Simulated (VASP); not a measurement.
# NaCl (Fm-3m) in VASP: settings compared

NaCl is run at these levels: PBE, PBEsol; tasks: single point.

All numbers are computed with VASP 6.6.1; they aren't measurements. Logs are shortened: lines on timing, memory, paths and dates and some standing lists are left out, and cuts for length are marked.

## Step 1: The cell of the first run

It takes space group Fm-3m (No. 225, cubic). The conventional cell has a = 5.526 Å, b = 5.526 Å, c = 5.526 Å, α = 90.00°, β = 90.00°, γ = 90.00°. Within 3.6 Å of Na (site symmetry m-3m) lie 6 Cl at 2.76 Å. Within 3.6 Å of Cl (site symmetry m-3m) lie 6 Na at 2.76 Å.

## Step 2: Single point, PBE (strained)

Input file INCAR:

```
ALGO = Normal
EDIFF = 1E-6
ENCUT = 500
GGA = PE
GGA_COMPAT = F
ISIF = 2
ISMEAR = 0
LASPH = T
LCHARG = F
LREAL = F
LWAVE = F
NBANDS = 14
NELM = 120
PREC = Accurate
SIGMA = 0.02
```

Input file KPOINTS:

```
k-points
0
Gamma
  8 8 8
```

Input file POSCAR:

```
NaCl
1.0
    0.0000000000      2.7632216500      2.7632216500
    2.7632216500      0.0000000000      2.7632216500
    2.7632216500      2.7632216500      0.0000000000
Na Cl
1 1
Direct
    0.0000000000      0.0000000000      0.0000000000
    0.5000000000      0.5000000000      0.5000000000
```

Potentials or basis: VASP PAW PBE potentials, release 64 (Na_pv, Cl).

Command:

```sh
cat potpaw_PBE.64/Na_pv/POTCAR potpaw_PBE.64/Cl/POTCAR > POTCAR
mpirun -np 1 vasp_std > vasp.out
```

OUTCAR:

```text
EDIFF = 1E-6
   ENCUT = 500
   GGA = PE
   ISIF = 2
   ISMEAR = 0
   LASPH = T
   LREAL = F
   NELM = 120
   PREC = Accurate

 ion  position               nearest neighbor table
   1  0.000  0.000  0.000-
   2  0.500  0.500  0.500-

  LATTYP: Found a face centered cubic cell.
 ALAT       =     5.5264433000

  Lattice vectors:

 A1 = (   0.0000000000,   2.7632216500,   2.7632216500)
 A2 = (   2.7632216500,   0.0000000000,   2.7632216500)
 A3 = (   2.7632216500,   2.7632216500,   0.0000000000)

Analysis of symmetry for initial positions (statically):
=====================================================================
 Subroutine PRICEL returns:
 Original cell was already a primitive cell.

 Routine SETGRP: Setting up the symmetry group for a
 face centered cubic supercell.

 Subroutine GETGRP returns: Found 48 space group operations
 (whereof 48 operations were pure point group operations)
 out of a pool of 48 trial point group operations.

The static configuration has the point symmetry O_h .

Analysis of symmetry for dynamics (positions and initial velocities):
=====================================================================
 Subroutine PRICEL returns:
 Original cell was already a primitive cell.

 Routine SETGRP: Setting up the symmetry group for a
 face centered cubic supercell.

 Subroutine GETGRP returns: Found 48 space group operations
 (whereof 48 operations were pure point group operations)
 out of a pool of 48 trial point group operations.

The dynamic configuration has the point symmetry O_h .

 Subroutine INISYM returns: Found 48 space group operations
 (whereof 48 operations are pure point group operations),
 and found     1 'primitive' translations

----------------------------------------------------------------------------------------

                                     Primitive cell

  volume of cell :      42.1966

  direct lattice vectors                    reciprocal lattice vectors
     0.000000000  2.763221650  2.763221650    -0.180948206  0.180948206  0.180948206
     2.763221650  0.000000000  2.763221650     0.180948206 -0.180948206  0.180948206
     2.763221650  2.763221650  0.000000000     0.180948206  0.180948206 -0.180948206

  length of vectors
     3.907785533  3.907785533  3.907785533     0.313411486  0.313411486  0.313411486

  position of ions in fractional coordinates (direct lattice)
     0.000000000  0.000000000  0.000000000
     0.500000000  0.500000000  0.500000000

  ion indices of the primitive-cell ions
   primitive index   ion index
                 1           1
                 2           2

----------------------------------------------------------------------------------------

 KPOINTS: k-points

Automatic generation of k-mesh.
 Grid dimensions read from file:
 generate k-points for:    8    8    8

 Generating k-lattice:

  Cartesian coordinates                     Fractional coordinates (reciprocal lattice)
    -0.022618526  0.022618526  0.022618526     0.125000000  0.000000000  0.000000000
     0.022618526 -0.022618526  0.022618526     0.000000000  0.125000000  0.000000000
     0.022618526  0.022618526 -0.022618526     0.000000000  0.000000000  0.125000000

  Length of vectors
     0.039176436  0.039176436  0.039176436

  Shift w.r.t. Gamma in fractional coordinates (k-lattice)
     0.000000000  0.000000000  0.000000000

 Subroutine IBZKPT returns following result:
 ===========================================

 Found     29 irreducible k-points:

 Following reciprocal coordinates:
            Coordinates               Weight
  0.000000  0.000000  0.000000      1.000000
  0.125000  0.000000  0.000000      8.000000
  0.250000  0.000000  0.000000      8.000000
  0.375000  0.000000  0.000000      8.000000
  0.500000  0.000000  0.000000      4.000000
  0.125000  0.125000  0.000000      6.000000
[... 16 lines left out ...]
  0.500000  0.250000  0.125000     48.000000
 -0.375000  0.250000  0.125000     24.000000
 [... further k-points ...]
   k-points           NKPTS =     29   k-points in BZ     NKDIM =     29   number of bands    NBANDS=     14
   number of dos      NEDOS =    301   number of ions     NIONS =      2
   total plane-waves  NPLWV =  21952
   dimension x,y,z NGX =    28 NGY =   28 NGZ =   28
   dimension x,y,z NGXF=    56 NGYF=   56 NGZF=   56
   ions per type =               1   1
   NGX,Y,Z   is equivalent  to a cutoff of  11.91, 11.91, 11.91 a.u.
   NGXF,Y,Z  is equivalent  to a cutoff of  23.82, 23.82, 23.82 a.u.
 SYSTEM =  unknown system
   PREC   = accura    normal or accurate (medium, high low for compatibility)
   ISTART =      0    job   : 0-new  1-cont  2-samecut
   ICHARG =      2    charge: 1-file 2-atom 10-const
   ISPIN  =      1    spin polarized calculation?
   LNONCOLLINEAR =      F non collinear calculations
   LSORBIT =      F    spin-orbit coupling
   LASPH  =      T    aspherical Exc in radial PAW
   ENCUT  =  500.0 eV  36.75 Ry    6.06 a.u.   7.12  7.12  7.12*2*pi/ulx,y,z
   NELM   =    120;   NELMIN=  2; NELMDL= -5     # of ELM steps
   EDIFF  = 0.1E-05   stopping-criterion for ELM
   LREAL  =      F    real-space projection
   EDIFFG = 0.1E-04   stopping-criterion for IOM
   NSW    =      0    number of steps for IOM
   IBRION =     -1    ionic relax: 0-MD 1-quasi-New 2-CG
   NFREE  =      0    steps in history (QN), initial steepest desc. (CG)
   ISIF   =      2    stress and relaxation
   ISYM   =      2    0-nonsym 1-usesym 2-fastsym
   POTIM  = 0.5000    time-step for ionic-motion
   TEBEG  =    0.0;   TEEND  =   0.0 temperature during run
   PSTRESS=    0.0 pullay stress
   NELECT =      14.0000    total number of electrons
   NUPDOWN=      -1.0000    fix difference up-down
   EMIN   =  10.00;   EMAX   =-10.00  energy-range for DOS
   EFERMI =   0.00;   METHOD = LEGACY
   ISMEAR =     0;   SIGMA  =   0.02  broadening in eV -4-tet -1-fermi 0-gaus
   EFERMI_NEDOS =   21; number of points for ismear=-14 and -15
   IALGO  =     38    algorithm
   IMIX   =      4    mixing-type and parameters
     AMIX     =   0.40;   BMIX     =  1.00
     AMIX_MAG =   1.60;   BMIX_MAG =  1.00
  volume/ion in A,a.u.               =      21.10       142.38
  Fermi-wavevector in a.u.,A,eV,Ry     =   1.133335  2.141693 17.475991  1.284449
  Thomas-Fermi vector in A             =   2.270038
   LORBIT       =      0    0 simple, 1 ext, 2 COOP (PROOUT), +10 PAW based schemes
   GGA     = PE    functional components
   LHFCALC =     F    Hartree Fock is set to
   AEXX    =    0.0000 exact exchange contribution
   IVDW    =     0    specifies the selected vdW correction
   LEPSILON=     F    determine dielectric tensor
   LRPA    =     F    only Hartree local field effects (RPA)
 non-spin polarized calculation
 Gauss-broadening in eV      SIGMA  =   0.02
  energy-cutoff  :      500.00
  volume of cell :       42.20
 maximum number of plane-waves:      1090
   NGX = 15   NGY = 15   NGZ = 15

 number of electron      14.0000009 magnetization

 Free energy of the ion-electron system (eV)
  ---------------------------------------------------
  ext. energy  EPLUGINS =         0.00000000
  ---------------------------------------------------
  free energy    TOTEN  =        -6.74686560 eV

  energy without entropy =       -6.74686560  energy(sigma->0) =       -6.74686560

 E-fermi :  -0.2018     XC(G=0):  -8.4305

 val. band max:       -0.3633085102   @ k =   0.0000   0.0000   0.0000
 cond. band min:       4.9893347381   @ k =   0.0000   0.0000   0.0000
 fundamental gap:      5.3526432483
 Fermi energy:        -0.2018489046

 k-point     1 :       0.0000    0.0000    0.0000
  band No.  band energies     occupation
      1     -21.0717      2.00000
      2     -21.0717      2.00000
      3     -21.0717      2.00000
      4     -13.1683      2.00000
      5      -0.3633      2.00000
      6      -0.3633      2.00000
      7      -0.3633      2.00000
      8       4.9893      0.00000
      9      10.8139      0.00000
     10      10.8139      0.00000
     11      10.8139      0.00000
     12      13.0564      0.00000
     13      13.0564      0.00000
     14      14.7647      0.00000

 k-point     2 :       0.1250    0.0000    0.0000
  band No.  band energies     occupation
      1     -21.0775      2.00000
      2     -21.0721      2.00000
      3     -21.0721      2.00000
      4     -13.1123      2.00000
      5      -0.7677      2.00000
      6      -0.4097      2.00000
      7      -0.4097      2.00000
      8       5.5098      0.00000
      9      10.2816      0.00000
     10      11.0224      0.00000
     11      11.0224      0.00000
     12      12.8174      0.00000
     13      12.8174      0.00000
     14      15.7527      0.00000

 k-point     3 :       0.2500    0.0000    0.0000
  band No.  band energies     occupation
      1     -21.0914      2.00000
      2     -21.0730      2.00000
      3     -21.0730      2.00000
      4     -12.9728      2.00000
      5      -1.5663      2.00000
      6      -0.5180      2.00000
      7      -0.5180      2.00000
      8       6.4852      0.00000
      9       9.8018      0.00000
     10      11.1548      0.00000
     11      11.1548      0.00000
     12      13.0549      0.00000
     13      13.0549      0.00000
     14      15.7435      0.00000
[... 324 lines left out ...]
 k-point    23 :       0.5000    0.2500    0.1250
  band No.  band energies     occupation
      1     -21.1000      2.00000
      2     -21.0815      2.00000
      3     -21.0762      2.00000
      4     -12.7741      2.00000
      5      -2.0505      2.00000
      6      -1.1240      2.00000
      7      -0.7655      2.00000
      8       8.0350      0.00000
      9       9.4267      0.00000
     10       9.7446      0.00000
     11      11.7847      0.00000
     12      13.6266      0.00000
     13      16.1590      0.00000
     14      16.4925      0.00000

 k-point    24 :      -0.3750    0.2500    0.1250
  band No.  band energies     occupation
      1     -21.1028      2.00000
      2     -21.0822      2.00000
      3     -21.0772      2.00000
      4     -12.7281      2.00000
      5      -2.1802      2.00000
      6      -1.2105      2.00000
      7      -0.8240      2.00000
      8       8.1219      0.00000
      9       9.4273      0.00000
     10      10.1638      0.00000
     11      11.5935      0.00000
     12      14.3045      0.00000
     13      15.6588      0.00000
     14      16.6377      0.00000

 [... further k-points ...]

------------------------ aborting loop because EDIFF is reached ----------------------------------------

  FORCE on cell =-STRESS in cart. coord.  units (eV):
  Direction    XX          YY          ZZ          XY          YZ          ZX
  --------------------------------------------------------------------------------------
  -------------------------------------------------------------------------------------
  Total        0.6829118      0.6829118      0.6829118      0.0000000      0.0000000      0.0000000
  in kB       25.9297322     25.9297322     25.9297322      0.0000000      0.0000000      0.0000000
  external PRESSURE =      25.9297322 kB  Pullay stress =       0.0000000 kB

 VOLUME and BASIS-vectors are now :
 -----------------------------------------------------------------------------
  energy-cutoff  :      500.00
  volume of cell :       42.20
      direct lattice vectors                 reciprocal lattice vectors
     0.000000000  2.763221650  2.763221650    -0.180948206  0.180948206  0.180948206
     2.763221650  0.000000000  2.763221650     0.180948206 -0.180948206  0.180948206
     2.763221650  2.763221650  0.000000000     0.180948206  0.180948206 -0.180948206

 POSITION                                       TOTAL-FORCE (eV/Angst)
 -----------------------------------------------------------------------------------
      0.00000      0.00000      0.00000        -0.000000     -0.000000     -0.000000
      2.76322      2.76322      2.76322         0.000000      0.000000      0.000000
 -----------------------------------------------------------------------------------
    total drift:                                0.000000      0.000000      0.000000

  FREE ENERGIE OF THE ION-ELECTRON SYSTEM (eV)
  ---------------------------------------------------
  free  energy   TOTEN  =        -6.7468655964 eV

  energy  without entropy=       -6.7468655964  energy(sigma->0) =       -6.74686560
```

Wall time 12 s (1 thread of Intel Xeon Platinum 8488C (Sapphire Rapids), shared host); peak memory 0.15 GiB.

What came out:

```
Free energy            : -6.7469 eV
Pressure               : 2.6 GPa
Band gap on the k mesh : 5.35 eV
```

Levels at points of the mesh, in eV from the valence-band top:
```tsv
k point	band 4	band 5	band 6	band 7	band 8	band 9	band 10	band 11
(0.00, 0.00, 0.00)	-12.80	0.00	0.00	0.00	5.35	11.18	11.18	11.18
(0.50, 0.00, 0.00)	-12.40	-2.11	-0.30	-0.30	7.38	11.12	11.12	11.13
(0.50, 0.50, 0.00)	-12.35	-1.82	-0.66	-0.66	7.71	8.02	11.76	15.33
```

Caveat: the cell differs from its parent crystal (strained).

(Part 1 of 2 ends here.)
